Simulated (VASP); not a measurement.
# BaAl2Os (R-3m) in VASP: further runs

Runs on BaAl2Os. Level: PBE. Tasks: single point, relaxation of cell and atoms.

All numbers are computed with VASP 6.6.1; they aren't measurements. Logs are shortened: lines on timing, memory, paths and dates and some standing lists are left out, and cuts for length are marked.

## (1) The cell of the first run

Symmetry: R-3m, No. 166, trigonal system. The conventional cell has a = 3.736 Å, b = 3.736 Å, c = 19.722 Å, α = 90.00°, β = 90.00°, γ = 120.00°. Within 4.1 Å of Ba (site symmetry -3m) lie 6 Al at 3.08 Å and 6 Ba at 3.74 Å and 6 Os at 3.93 Å. Al (site symmetry 3m) has 3 Os at 2.42 Å and 3 Al at 3.07 Å and 3 Ba at 3.08 Å within 3.2 Å. Within 3.2 Å of Os (site symmetry -3m) lie 6 Al at 2.42 Å.

## (2) Single point, PBE

INCAR

```
SYSTEM = BaAl2Os
ALGO = Normal ; EDIFF = 1E-6
ENCUT = 520 ; GGA = PE
ISIF = 2 ; ISMEAR = 0
LASPH = .TRUE. ; LCHARG = .FALSE.
LREAL = .FALSE. ; LWAVE = .FALSE.
NBANDS = 20 ; NELM = 80
PREC = Accurate ; SIGMA = 0.1
```

KPOINTS

```
k-points
0
G
  6 6 6
  0 0 0
```

POSCAR

```
BaAl2Os
1.0
    1.8681980580      1.0786046517      6.5740472107
   -1.8681980580      1.0786046517      6.5740472107
    0.0000000000     -2.1572093035      6.5740472107
Ba Al Os
1 2 1
Direct
    0.0000000000      0.0000000000      0.0000000000
    0.2220000000      0.2220000000      0.2220000000
    0.7780000000      0.7780000000      0.7780000000
    0.5000000000      0.5000000000      0.5000000000
```

Potentials or basis: VASP PAW PBE potentials, release 64 (Ba_sv, Al, Os).

Command:

```
cat potpaw_PBE.64/Ba_sv/POTCAR potpaw_PBE.64/Al/POTCAR potpaw_PBE.64/Os/POTCAR > POTCAR
mpirun -np 1 vasp_std > vasp.out
```

OUTCAR:

```text
SYSTEM = BaAl2Os
   EDIFF = 1E-6
   ENCUT = 520
   GGA = PE
   ISIF = 2
   ISMEAR = 0
   LASPH = .TRUE.
   LREAL = .FALSE.
   NELM = 80
   PREC = Accurate

 ion  position               nearest neighbor table
   1  0.000  0.000  0.000-   3 3.08   3 3.08   2 3.08   2 3.08   3 3.08   2 3.08   4 3.93   4 3.93
                             4 3.93   4 3.93   4 3.93   4 3.93
   2  0.222  0.222  0.222-   4 2.42   4 2.42   4 2.42   3 3.07   3 3.07   3 3.07   1 3.08   1 3.08
                             1 3.08
   3  0.778  0.778  0.778-   4 2.42   4 2.42   4 2.42   2 3.07   2 3.07   2 3.07   1 3.08   1 3.08
                             1 3.08
   4  0.500  0.500  0.500-   2 2.42   2 2.42   3 2.42   3 2.42   2 2.42   3 2.42   1 3.93   1 3.93
                             1 3.93   1 3.93   1 3.93   1 3.93

  LATTYP: Found a trigonal (rhomboedric) cell.
 ALAT       =     6.9189340730
 COS(alpha) =     0.8541865978

  Lattice vectors:

 A1 = (   1.8681980580,   1.0786046517,   6.5740472107)
 A2 = (  -1.8681980580,   1.0786046517,   6.5740472107)
 A3 = (   0.0000000000,  -2.1572093035,   6.5740472107)

Analysis of symmetry for initial positions (statically):
=====================================================================
 Subroutine PRICEL returns:
 Original cell was already a primitive cell.

 Routine SETGRP: Setting up the symmetry group for a
 trigonal (rhombohedral) supercell.

 Subroutine GETGRP returns: Found 12 space group operations
 (whereof 12 operations were pure point group operations)
 out of a pool of 12 trial point group operations.

The static configuration has the point symmetry D_3d.

Analysis of symmetry for dynamics (positions and initial velocities):
=====================================================================
 Subroutine PRICEL returns:
 Original cell was already a primitive cell.

 Routine SETGRP: Setting up the symmetry group for a
 trigonal (rhombohedral) supercell.

 Subroutine GETGRP returns: Found 12 space group operations
 (whereof 12 operations were pure point group operations)
 out of a pool of 12 trial point group operations.

The dynamic configuration has the point symmetry D_3d.

 Subroutine INISYM returns: Found 12 space group operations
 (whereof 12 operations are pure point group operations),
 and found     1 'primitive' translations

----------------------------------------------------------------------------------------

                                     Primitive cell

  volume of cell :      79.4821

  direct lattice vectors                    reciprocal lattice vectors
     1.868198058  1.078604652  6.574047211     0.267637576  0.154520627  0.050704433
    -1.868198058  1.078604652  6.574047211    -0.267637576  0.154520627  0.050704433
     0.000000000 -2.157209304  6.574047211     0.000000000 -0.309041253  0.050704433

  length of vectors
     6.918934073  6.918934073  6.918934073     0.313173172  0.313173172  0.313173172

  position of ions in fractional coordinates (direct lattice)
     0.000000000  0.000000000  0.000000000
     0.222000000  0.222000000  0.222000000
     0.778000000  0.778000000  0.778000000
     0.500000000  0.500000000  0.500000000

  ion indices of the primitive-cell ions
   primitive index   ion index
                 1           1
                 2           2
                 3           3
                 4           4

----------------------------------------------------------------------------------------

 KPOINTS: k-points

Automatic generation of k-mesh.
 Grid dimensions read from file:
 generate k-points for:    6    6    6

 Generating k-lattice:

  Cartesian coordinates                     Fractional coordinates (reciprocal lattice)
     0.044606263  0.025753438  0.008450739     0.166666667  0.000000000  0.000000000
    -0.044606263  0.025753438  0.008450739     0.000000000  0.166666667  0.000000000
     0.000000000 -0.051506876  0.008450739    -0.000000000 -0.000000000  0.166666667

  Length of vectors
     0.052195529  0.052195529  0.052195529

  Shift w.r.t. Gamma in fractional coordinates (k-lattice)
     0.000000000  0.000000000  0.000000000

 Subroutine IBZKPT returns following result:
 ===========================================

 Found     32 irreducible k-points:

 Following reciprocal coordinates:
            Coordinates               Weight
  0.000000  0.000000  0.000000      1.000000
  0.166667  0.000000  0.000000      6.000000
  0.333333  0.000000  0.000000      6.000000
  0.500000  0.000000  0.000000      3.000000
  0.166667  0.166667  0.000000      6.000000
  0.333333  0.166667  0.000000     12.000000
[... 16 lines left out ...]
  0.500000  0.500000  0.166667      6.000000
 -0.333333  0.500000  0.166667     12.000000
 [... further k-points ...]
   k-points           NKPTS =     32   k-points in BZ     NKDIM =     32   number of bands    NBANDS=     20
   number of dos      NEDOS =    301   number of ions     NIONS =      4
   total plane-waves  NPLWV = 157464
   dimension x,y,z NGX =    54 NGY =   54 NGZ =   54
   dimension x,y,z NGXF=   108 NGYF=  108 NGZF=  108
   ions per type =               1   2   1
   NGX,Y,Z   is equivalent  to a cutoff of  12.97, 12.97, 12.97 a.u.
   NGXF,Y,Z  is equivalent  to a cutoff of  25.95, 25.95, 25.95 a.u.
 SYSTEM =  BaAl2Os
   PREC   = accura    normal or accurate (medium, high low for compatibility)
   ISTART =      0    job   : 0-new  1-cont  2-samecut
   ICHARG =      2    charge: 1-file 2-atom 10-const
   ISPIN  =      1    spin polarized calculation?
   LNONCOLLINEAR =      F non collinear calculations
   LSORBIT =      F    spin-orbit coupling
   LASPH  =      T    aspherical Exc in radial PAW
   ENCUT  =  520.0 eV  38.22 Ry    6.18 a.u.  12.86 12.86 12.86*2*pi/ulx,y,z
   NELM   =     80;   NELMIN=  2; NELMDL= -5     # of ELM steps
   EDIFF  = 0.1E-05   stopping-criterion for ELM
   LREAL  =      F    real-space projection
[... 7 lines left out ...]
   TEBEG  =    0.0;   TEEND  =   0.0 temperature during run
   PSTRESS=    0.0 pullay stress
   NELECT =      24.0000    total number of electrons
   NUPDOWN=      -1.0000    fix difference up-down
   EMIN   =  10.00;   EMAX   =-10.00  energy-range for DOS
   EFERMI =   0.00;   METHOD = LEGACY
   ISMEAR =     0;   SIGMA  =   0.10  broadening in eV -4-tet -1-fermi 0-gaus
   EFERMI_NEDOS =   21; number of points for ismear=-14 and -15
   IALGO  =     38    algorithm
   IMIX   =      4    mixing-type and parameters
     AMIX     =   0.40;   BMIX     =  1.00
     AMIX_MAG =   1.60;   BMIX_MAG =  1.00
  volume/ion in A,a.u.               =      19.87       134.09
  Fermi-wavevector in a.u.,A,eV,Ry     =   1.098303  2.075492 16.412291  1.206269
  Thomas-Fermi vector in A             =   2.234678
   LORBIT       =      0    0 simple, 1 ext, 2 COOP (PROOUT), +10 PAW based schemes
   GGA     = PE    functional components
   LHFCALC =     F    Hartree Fock is set to
   AEXX    =    0.0000 exact exchange contribution
   IVDW    =     0    specifies the selected vdW correction
   LEPSILON=     F    determine dielectric tensor
   LRPA    =     F    only Hartree local field effects (RPA)
 non-spin polarized calculation
 Gauss-broadening in eV      SIGMA  =   0.10
  energy-cutoff  :      520.00
  volume of cell :       79.48
 maximum number of plane-waves:      2152
 NGX is ok and might be reduce to    54
   NGX = 25   NGY = 25   NGZ = 25

 number of electron      24.0000000 magnetization

 Free energy of the ion-electron system (eV)
  ---------------------------------------------------
  ext. energy  EPLUGINS =         0.00000000
  ---------------------------------------------------
  free energy    TOTEN  =       -19.27726362 eV

  energy without entropy =      -19.25806339  energy(sigma->0) =      -19.26766350

 E-fermi :   5.9619     XC(G=0): -10.6724

 val. band max:        5.9605329791   @ k =   0.3333   0.1667   0.0000
 cond. band min:       5.9800049938   @ k =   0.5000   0.1667   0.0000
 fundamental gap:      0.0194720147
 Fermi energy:         5.9618585246

 k-point     1 :       0.0000    0.0000    0.0000
  band No.  band energies     occupation
      1     -21.6361      2.00000
      2      -7.3552      2.00000
      3      -6.1336      2.00000
      4      -6.1336      2.00000
      5      -2.8590      2.00000
      6       2.5950      2.00000
[... 12 lines left out ...]
     19      11.1876      0.00000
     20      11.1876      0.00000

 k-point     2 :       0.1667    0.0000    0.0000
  band No.  band energies     occupation
      1     -21.5755      2.00000
      2      -7.2465      2.00000
      3      -6.6700      2.00000
      4      -6.2422      2.00000
      5      -2.3303      2.00000
      6       2.1751      2.00000
[... 12 lines left out ...]
     19      11.9800      0.00000
     20      12.4608      0.00000

 k-point     3 :       0.3333    0.0000    0.0000
  band No.  band energies     occupation
      1     -21.4502      2.00000
      2      -7.5661      2.00000
      3      -7.0091      2.00000
      4      -6.4473      2.00000
      5      -0.9804      2.00000
      6       1.4349      2.00000
[... 12 lines left out ...]
     19      11.9760      0.00000
     20      12.0219      0.00000

 k-point     4 :       0.5000    0.0000    0.0000
  band No.  band energies     occupation
      1     -21.3853      2.00000
      2      -7.9584      2.00000
      3      -6.8797      2.00000
      4      -6.5446      2.00000
      5       0.2713      2.00000
      6       0.9200      2.00000
[... 12 lines left out ...]
     19      13.2025      0.00000
     20      13.4802      0.00000

 k-point     5 :       0.1667    0.1667    0.0000
  band No.  band energies     occupation
      1     -21.5754      2.00000
      2      -7.2536      2.00000
      3      -6.6685      2.00000
      4      -6.2419      2.00000
      5      -2.2898      2.00000
      6       2.0090      2.00000
[... 12 lines left out ...]
     19      12.1446      0.00000
     20      12.5908      0.00000

 k-point     6 :       0.3333    0.1667    0.0000
  band No.  band energies     occupation
      1     -21.4821      2.00000
      2      -7.2671      2.00000
      3      -7.0780      2.00000
      4      -6.5110      2.00000
      5      -1.3309      2.00000
      6       1.5444      2.00000
[... 12 lines left out ...]
     19      11.5084      0.00000
     20      12.8275      0.00000

 k-point     7 :       0.5000    0.1667    0.0000
  band No.  band energies     occupation
      1     -21.3857      2.00000
      2      -7.7505      2.00000
      3      -6.8849      2.00000
      4      -6.8276      2.00000
      5       0.1313      2.00000
      6       1.2612      2.00000
[... 12 lines left out ...]
     19      12.3351      0.00000
     20      13.2997      0.00000
[... 277 lines left out ...]
 k-point    20 :       0.5000    0.3333    0.1667
  band No.  band energies     occupation
      1     -21.4820      2.00000
      2      -7.2625      2.00000
      3      -7.0997      2.00000
      4      -6.5112      2.00000
      5      -1.1737      2.00000
      6       1.5101      2.00000
[... 12 lines left out ...]
     19      11.7087      0.00000
     20      13.4000      0.00000

 k-point    21 :      -0.3333    0.3333    0.1667
  band No.  band energies     occupation
      1     -21.3856      2.00000
      2      -7.7467      2.00000
      3      -6.8872      2.00000
      4      -6.8286      2.00000
      5       0.0818      2.00000
      6       1.4064      2.00000
[... 12 lines left out ...]
     19      12.5330      0.00000
     20      13.2843      0.00000

 k-point    22 :      -0.1667    0.3333    0.1667
  band No.  band energies     occupation
      1     -21.3857      2.00000
      2      -7.7490      2.00000
      3      -6.8792      2.00000
      4      -6.8271      2.00000
      5       0.1151      2.00000
      6       1.0781      2.00000
[... 12 lines left out ...]
     19      11.8439      0.00000
     20      13.1193      0.00000

 k-point    23 :       0.5000    0.5000    0.1667
  band No.  band energies     occupation
      1     -21.4501      2.00000
      2      -7.5576      2.00000
      3      -7.0277      2.00000
      4      -6.4464      2.00000
      5      -0.8222      2.00000
      6       1.3055      2.00000
[... 12 lines left out ...]
     19      11.9696      0.00000
     20      11.9980      0.00000

 k-point    24 :      -0.3333    0.5000    0.1667
  band No.  band energies     occupation
      1     -21.3857      2.00000
      2      -7.7440      2.00000
      3      -6.8854      2.00000
      4      -6.8289      2.00000
      5       0.0417      2.00000
      6       1.4102      2.00000
[... 12 lines left out ...]
     19      11.9316      0.00000
     20      13.6822      0.00000

 [... further k-points ...]

------------------------ aborting loop because EDIFF is reached ----------------------------------------

  FORCE on cell =-STRESS in cart. coord.  units (eV):
  Direction    XX          YY          ZZ          XY          YZ          ZX
  --------------------------------------------------------------------------------------
  -------------------------------------------------------------------------------------
  Total       10.2710494     10.2710494      6.7752139      0.0000000     -0.0000000      0.0000000
  in kB      207.0408907    207.0408908    136.5728331      0.0000000     -0.0000000      0.0000000
  external PRESSURE =     183.5515382 kB  Pullay stress =       0.0000000 kB

 VOLUME and BASIS-vectors are now :
 -----------------------------------------------------------------------------
  energy-cutoff  :      520.00
  volume of cell :       79.48
      direct lattice vectors                 reciprocal lattice vectors
     1.868198058  1.078604652  6.574047211     0.267637576  0.154520627  0.050704433
    -1.868198058  1.078604652  6.574047211    -0.267637576  0.154520627  0.050704433
     0.000000000 -2.157209304  6.574047211     0.000000000 -0.309041253  0.050704433

 POSITION                                       TOTAL-FORCE (eV/Angst)
 -----------------------------------------------------------------------------------
      0.00000      0.00000      0.00000         0.000000      0.000000      0.000000
      0.00000     -0.00000      4.37832         0.000000      0.000000     -1.169518
      0.00000     -0.00000     15.34383         0.000000     -0.000000      1.169518
      0.00000     -0.00000      9.86107        -0.000000      0.000000      0.000000
 -----------------------------------------------------------------------------------
    total drift:                                0.000000     -0.000000     -0.000000

  FREE ENERGIE OF THE ION-ELECTRON SYSTEM (eV)
  ---------------------------------------------------
  free  energy   TOTEN  =       -19.2772636167 eV

  energy  without entropy=      -19.2580633859  energy(sigma->0) =      -19.26766350
```

Wall time 4.2 min (1 thread of Oxide Virtual Turin-like, shared host); peak memory 0.36 GiB.

What came out:

| Quantity | Value |
| --- | --- |
| Free energy | -19.2773 eV |
| Pressure | 18.4 GPa |
| Largest force | 1.170 eV/Å |
| Band gap on the k mesh | zero (bands 12 and 13 overlap by 0.75 eV) |

Forces on the atoms (eV/Å):
```
Ba   0.000  0.000  0.000
Al   0.000  0.000 -1.170
Al   0.000  0.000  1.170
Os   0.000  0.000  0.000
```

Caveat: the stress differs along the axes, from 14 to 21 GPa; spin-orbit coupling is left out, which moves the levels of the heavy elements; forces of over 1 eV/Å act on the atoms, so gaps and moduli don't describe the material at rest.

## (3) Single point, PBE

This run uses another cell than the first one, of 24.64 Å³/atom.

INCAR

```
SYSTEM = BaAl2Os
ALGO = Normal
EDIFF = 1E-6
ENCUT = 520
GGA = PE
ISIF = 2
ISMEAR = 0
LASPH = .TRUE.
LCHARG = .TRUE.
LELF = .TRUE.
LREAL = .FALSE.
LVHAR = .TRUE.
LWAVE = .FALSE.
NBANDS = 20
NELM = 80
PREC = Accurate
SIGMA = 0.1
```

KPOINTS is that of step 2.

POSCAR

```
BaAl2Os
1.0
    2.1713043014      1.2536031229      6.0353122091
   -2.1713043014      1.2536031229      6.0353122091
    0.0000000000     -2.5072062458      6.0353122090
Ba Al Os
1 2 1
Direct
    0.0000000000      0.0000000000      0.0000000000
    0.1939930362      0.1939930362      0.1939930362
    0.8060069638      0.8060069638      0.8060069638
    0.5000000000      0.5000000000      0.5000000000
```

Potentials or basis: VASP PAW PBE potentials, release 64 (Ba_sv, Al, Os).

Command:

```
cat potpaw_PBE.64/Ba_sv/POTCAR potpaw_PBE.64/Al/POTCAR potpaw_PBE.64/Os/POTCAR > POTCAR
mpirun -np 1 vasp_std > vasp.out
```

It took 3.6 min on 1 thread of Oxide Virtual Turin-like, shared host; peak memory 0.36 GiB.

It converged, with:

| Property | Result |
| --- | --- |
| Free energy | -21.4199 eV |
| Pressure | 0.3 GPa |
| Largest force | 0.004 eV/Å |
| Band gap on the k mesh | zero (bands 12 and 13 overlap by 1.68 eV) |

Forces on the atoms (eV/Å):
```
Ba   0.000  0.000  0.000
Al   0.000  0.000 -0.004
Al   0.000  0.000  0.004
Os   0.000  0.000  0.000
```

Stress tensor (GPa, compression positive):
```
0.20 0.00 0.00
0.00 0.20 0.00
0.00 0.00 0.35
```

Levels at points of the mesh, in eV from the Fermi level:
| k point | band 8 | band 9 | band 10 | band 11 | band 12 | band 13 | band 14 | band 15 | band 16 | band 17 |
| --- | --- | --- | --- | --- | --- | --- | --- | --- | --- | --- |
| (0.00, 0.00, 0.00) | -2.33 | -1.86 | -1.08 | -1.08 | 0.84 | 2.63 | 2.63 | 2.84 | 2.84 | 2.88 |
| (0.50, 0.00, 0.00) | -2.09 | -1.75 | -1.08 | -1.02 | -1.02 | -0.84 | -0.12 | 2.16 | 4.42 | 4.80 |
| (0.50, 0.50, 0.00) | -2.46 | -1.79 | -1.23 | -1.22 | -0.68 | 0.13 | 0.48 | 2.90 | 3.70 | 3.77 |
| (0.50, 0.50, 0.50) | -3.40 | -1.08 | -0.91 | -0.91 | 0.47 | 1.59 | 1.59 | 3.03 | 3.03 | 3.20 |

Caveat: spin-orbit coupling is left out, which moves the levels of the heavy elements.

[end of part 1 of 2]

The gap in the log of VASP goes by the Fermi energy; the results here count the filled bands.